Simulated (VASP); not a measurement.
# TaN in VASP: single point with PBE+D3(BJ)

Aim: the single point of TaN with PBE+D3(BJ).

Everything below comes from runs of VASP 6.6.1. Logs are shortened: lines on timing, memory, paths and dates and some standing lists are left out, and cuts for length are marked.

## 1. The cell of the first run

The cell holds a slab with vacuum, 24 atoms: a = 5.810 Å, b = 5.188 Å, c = 25.028 Å, α = 90.00°, β = 90.00°, γ = 90.00°.

## 2. Single point, PBE+D3(BJ)

Input file INCAR:

```
PREC     = Accurate       # precision mode
ENCUT    = 520            # plane-wave cutoff, eV
EDIFF    = 1E-6           # SCF threshold, eV
ISMEAR   = 0              # smearing method
SIGMA    = 0.1            # smearing width, eV
LREAL    = Auto         
LASPH    = T              # aspherical terms in the spheres
NELM     = 100            # most SCF steps
ALGO     = Fast           # electronic algorithm
ISIF     = 2              # what is computed and relaxed
LWAVE    = F              # write WAVECAR
LCHARG   = F              # write CHGCAR
LDIPOL   = T            
IDIPOL   = 3            
DIPOL    = 0.5 0.5 0.500
GGA      = PE             # functional
IVDW     = 12             # dispersion correction
NBANDS   = 114            # bands
```

Input file KPOINTS:

```
regular mesh
0
Gamma
  5 6 1
```

Input file POSCAR:

```
TaN
1.0
    5.8103236865      0.0000000000      0.0000000000
    0.0000000000      5.1879833324      0.0000000000
    0.0000000000      0.0000000000     25.0280231410
N Ta
12 12
Direct
    0.0000000000      0.3032964329      0.3396193120
    0.5000000000      0.3032964329      0.3396193120
    0.0000000000      0.8934071343      0.4102421047
    0.5000000000      0.8934071343      0.4102421047
    0.0000000000      0.3032964329      0.4808648974
    0.5000000000      0.3032964329      0.4808648974
    0.0000000000      0.8126365389      0.5218119563
    0.5000000000      0.8126365389      0.5218119563
    0.0000000000      0.3836628414      0.5874493736
    0.5000000000      0.3836628414      0.5874493736
    0.0000000000      0.7629887394      0.6639343955
    0.5000000000      0.7629887394      0.6639343955
    0.2500000000      0.0000000000      0.3504035079
    0.7500000000      0.0000000000      0.3504035079
    0.0000000000      0.5000000000      0.4102421047
    0.5000000000      0.5000000000      0.4102421047
    0.2500000000      0.0000000000      0.4700807016
    0.7500000000      0.0000000000      0.4700807016
    0.2500000000      0.5007104455      0.5289068049
    0.7500000000      0.5007104455      0.5289068049
    0.0000000000     -0.0057079344      0.5949307393
    0.5000000000     -0.0057079344      0.5949307393
    0.2500000000      0.5306563264      0.6439457691
    0.7500000000      0.5306563264      0.6439457691
```

Potentials or basis: VASP PAW PBE potentials, release 64 (N, Ta_pv).

Command:

```bash
$ cat potpaw_PBE.64/N/POTCAR potpaw_PBE.64/Ta_pv/POTCAR > POTCAR
$ mpirun -np 1 vasp_std > vasp.out
```

OUTCAR:

```text
PREC = Accurate
   ENCUT = 520
   EDIFF = 1E-6
   ISMEAR = 0
   LREAL = Auto
   LASPH = T
   NELM = 100
   ISIF = 2
   GGA = PE
   IVDW = 12
 IVDW          = 12

 ion  position               nearest neighbor table
   1  0.000  0.303  0.340-  15 2.04  14 2.16  13 2.16
   2  0.500  0.303  0.340-  16 2.04  14 2.16  13 2.16
   3  0.000  0.893  0.410-  15 2.04  14 2.16  13 2.16  17 2.16  18 2.16
   4  0.500  0.893  0.410-  16 2.04  14 2.16  13 2.16  17 2.16  18 2.16
   5  0.000  0.303  0.481-  15 2.04  19 2.15  20 2.15  17 2.16  18 2.16
   6  0.500  0.303  0.481-  16 2.04  19 2.15  20 2.15  17 2.16  18 2.16
   7  0.000  0.813  0.522-  21 2.06  18 2.18  17 2.18  20 2.18  19 2.18
   8  0.500  0.813  0.522-  22 2.06  18 2.18  17 2.18  20 2.18  19 2.18
   9  0.000  0.384  0.587-  21 2.03  20 2.15  19 2.15  23 2.17  24 2.17
  10  0.500  0.384  0.587-  22 2.03  20 2.15  19 2.15  23 2.17  24 2.17
  11  0.000  0.763  0.664-  23 1.95  24 1.95  21 2.10
  12  0.500  0.763  0.664-  23 1.95  24 1.95  22 2.10
  13  0.250  0.000  0.350-   3 2.16   4 2.16   1 2.16   2 2.16  14 2.91  14 2.91  17 3.00  15 3.33
                            15 3.33  16 3.33  16 3.33
  14  0.750  0.000  0.350-   3 2.16   4 2.16   1 2.16   2 2.16  13 2.91  13 2.91  18 3.00  15 3.33
                            15 3.33  16 3.33  16 3.33
  15  0.000  0.500  0.410-   5 2.04   1 2.04   3 2.04  16 2.91  16 2.91  20 3.31  19 3.31  13 3.33
[... 27 lines left out ...]
 A1 = (   0.0000000000,  -5.1879833324,   0.0000000000)
 A2 = (   5.8103236865,   0.0000000000,   0.0000000000)
 A3 = (   0.0000000000,   0.0000000000,  25.0280231410)

Analysis of symmetry for initial positions (statically):
=====================================================================
 Subroutine PRICEL returns following result:

  LATTYP: Found a simple orthorhombic cell.
 ALAT       =     2.9051618433
 B/A-ratio  =     1.7857811758
 C/A-ratio  =     8.6150185399

  Lattice vectors:

 A1 = (   2.9051618433,   0.0000000000,   0.0000000000)
 A2 = (   0.0000000000,   5.1879833324,   0.0000000000)
 A3 = (   0.0000000000,   0.0000000000,  25.0280231410)

   2 primitive cells build up your supercell.

 Routine SETGRP: Setting up the symmetry group for a
 simple orthorhombic supercell.

 Subroutine GETGRP returns: Found  2 space group operations
 (whereof  2 operations were pure point group operations)
 out of a pool of  8 trial point group operations.

The static configuration has the point symmetry C_1h.

Analysis of symmetry for dynamics (positions and initial velocities):
=====================================================================
[... 145 lines left out ...]
   EFERMI_NEDOS =   21; number of points for ismear=-14 and -15
   IALGO  =     68    algorithm
   IMIX   =      4    mixing-type and parameters
     AMIX     =   0.40;   BMIX     =  1.00
     AMIX_MAG =   1.60;   BMIX_MAG =  1.00
  volume/ion in A,a.u.               =      31.44       212.13
  Fermi-wavevector in a.u.,A,eV,Ry     =   1.037449  1.960494 14.643956  1.076300
  Thomas-Fermi vector in A             =   2.171887
   LORBIT       =      0    0 simple, 1 ext, 2 COOP (PROOUT), +10 PAW based schemes
   GGA     = PE    functional components
   LHFCALC =     F    Hartree Fock is set to
   AEXX    =    0.0000 exact exchange contribution
   IVDW    =    12    specifies the selected vdW correction
   LEPSILON=     F    determine dielectric tensor
   LRPA    =     F    only Hartree local field effects (RPA)
 non-spin polarized calculation
 RMM-DIIS sequential band-by-band and
 Gauss-broadening in eV      SIGMA  =   0.10
  energy-cutoff  :      520.00
  volume of cell :      754.44
 maximum number of plane-waves:     20353
 NGX is ok and might be reduce to    48
   NGX = 21   NGY = 19   NGZ = 93

 dipolmoment           0.000000      0.000000      0.000963 electrons x Angstroem

 number of electron     192.0000008 magnetization

 dipolmoment           0.000000      0.000000     -0.008721 electrons x Angstroem

 Free energy of the ion-electron system (eV)
  ---------------------------------------------------
  ext. energy  EPLUGINS =         0.00000000
  ---------------------------------------------------
  free energy    TOTEN  =      -256.95132332 eV

  energy without entropy =     -256.88723068  energy(sigma->0) =     -256.91927700

 E-fermi :  -0.1551     XC(G=0):  -5.5388

 val. band max:       -0.1882111616   @ k =   0.4000   0.1667   0.0000
 cond. band min:      -0.1349690893   @ k =   0.4000   0.1667   0.0000
 fundamental gap:      0.0532420723
 Fermi energy:        -0.1551026923

 k-point     1 :       0.0000    0.0000    0.0000
  band No.  band energies     occupation
      1     -36.1661      2.00000
      2     -36.0260      2.00000
      3     -35.9376      2.00000
      4     -35.9029      2.00000
      5     -35.8259      2.00000
      6     -35.7660      2.00000
[... 1321 lines left out ...]
    107       1.8161      0.00000
    108       1.9893      0.00000
 [bands above 108 left out]

------------------------ aborting loop because EDIFF is reached ----------------------------------------

 vacuum level on the upper side and lower side of the slab       (xc-potential included)        -0.134        -0.084

 Edisp (eV)   -7.69034

 E8    (eV) :    -3.6586

  FORCE on cell =-STRESS in cart. coord.  units (eV):
  Direction    XX          YY          ZZ          XY          YZ          ZX
  --------------------------------------------------------------------------------------
  -------------------------------------------------------------------------------------
  Total       5.71860   -12.30049    -5.61843     0.00000    -3.53481     0.00000
  in kB      12.14436   -26.12206   -11.93163     0.00000    -7.50673     0.00000
  external pressure =       -8.64 kB  Pullay stress =        0.00 kB

 VOLUME and BASIS-vectors are now :
 -----------------------------------------------------------------------------
  energy-cutoff  :      520.00
  volume of cell :      754.44
      direct lattice vectors                 reciprocal lattice vectors
     5.810323687  0.000000000  0.000000000     0.172107451  0.000000000  0.000000000
     0.000000000  5.187983332  0.000000000     0.000000000  0.192753125  0.000000000
     0.000000000  0.000000000 25.028023141     0.000000000  0.000000000  0.039955213

 POSITION                                       TOTAL-FORCE (eV/Angst)
 -----------------------------------------------------------------------------------
      0.00000      1.57350      8.50000         0.000000     -2.119081      1.105815
      2.90516      1.57350      8.50000         0.000000     -2.119081      1.105815
      0.00000      4.63498     10.26755         0.000000     -0.500935     -0.255473
      2.90516      4.63498     10.26755        -0.000000     -0.500935     -0.255473
      0.00000      1.57350     12.03510         0.000000     -0.073677     -0.204474
      2.90516      1.57350     12.03510         0.000000     -0.073677     -0.204474
[... 16 lines left out ...]
      1.45258      2.75304     16.11669         0.000000     -0.080247     -0.004159
      4.35774      2.75304     16.11669         0.000000     -0.080247     -0.004159
 -----------------------------------------------------------------------------------
    total drift:                                0.000000     -0.004758     -0.003887

  FREE ENERGIE OF THE ION-ELECTRON SYSTEM (eV)
  ---------------------------------------------------
  free  energy   TOTEN  =      -264.6416682211 eV

  energy  without entropy=     -264.5775755790  energy(sigma->0) =     -264.60962190

 vacuum level on the upper side and lower side of the slab         4.336         4.386
```

OSZICAR:

```text
N       E                     dE             d eps       ncg     rms          rms(c)
DAV:   1     0.185539254098E+04    0.18554E+04   -0.10366E+05  3296   0.150E+03
DAV:   2    -0.127689621277E+03   -0.19831E+04   -0.19352E+04  3300   0.406E+02
DAV:   3    -0.293371966726E+03   -0.16568E+03   -0.16289E+03  3288   0.109E+02
[... 25 lines left out ...]
RMM:  29    -0.256951303015E+03   -0.20960E-04   -0.12494E-06  1947   0.176E-03    0.199E-03
RMM:  30    -0.256951315195E+03   -0.12181E-04   -0.16073E-06  1958   0.213E-03    0.109E-03
RMM:  31    -0.256951320686E+03   -0.54906E-05   -0.51181E-07  1512   0.119E-03    0.980E-04
RMM:  32    -0.256951321983E+03   -0.12965E-05   -0.13352E-07  1082   0.729E-04    0.695E-04
RMM:  33    -0.256951323002E+03   -0.10200E-05   -0.10942E-07  1101   0.724E-04    0.395E-04
RMM:  34    -0.256951323319E+03   -0.31636E-06   -0.65677E-08   978   0.643E-04
   1 F= -.26464167E+03 E0= -.26460962E+03  d E =-.640926E-01
```

stdout:

```text
POSCAR found type information on POSCAR N Ta
 POSCAR found :  2 types and      24 ions
 scaLAPACK will be used
 LDA part: xc-table for (Slater+PW92), standard interpolation
 POSCAR, INCAR and KPOINTS ok, starting setup
 FFT: planning ... GRIDC
 FFT: planning ... GRID_SOFT
 FFT: planning ... GRID
 WAVECAR not read
 entering main loop
```

It took 80 min on 1 thread of Oxide Virtual Turin-like, shared host; peak memory 1.1 GiB.

Results:

```yaml
Free_energy: -264.6417 eV
Largest_force: 3.588 eV/Å
Band_gap_on_the_k_mesh: zero (bands 96 and 97 overlap by 0.34 eV)
Dispersion_energy_per_atom: -0.320 eV
```

Forces in eV/Å, atoms in the order of the input:
```
N    0.000 -2.119  1.106
N    0.000 -2.119  1.106
N    0.000 -0.501 -0.255
N    0.000 -0.501 -0.255
N    0.000 -0.074 -0.204
N    0.000 -0.074 -0.204
N    0.000  0.007  0.001
N    0.000  0.007  0.001
N    0.000 -0.006  0.006
N    0.000 -0.006  0.006
N    0.000  0.084  0.069
N    0.000  0.084  0.069
Ta   0.000  3.493  0.821
Ta   0.000  3.493  0.821
Ta   0.000 -0.665 -1.794
Ta   0.000 -0.665 -1.794
Ta   0.000 -0.139  0.230
Ta   0.000 -0.139  0.230
Ta   0.000  0.003  0.009
Ta   0.000  0.003  0.009
Ta   0.000 -0.003  0.017
Ta   0.000 -0.003  0.017
Ta   0.000 -0.080 -0.004
Ta   0.000 -0.080 -0.004
```

Caveat: spin-orbit coupling is left out, which moves the levels of the heavy elements.

The gap in the log of VASP goes by the Fermi energy; the results here count the filled bands.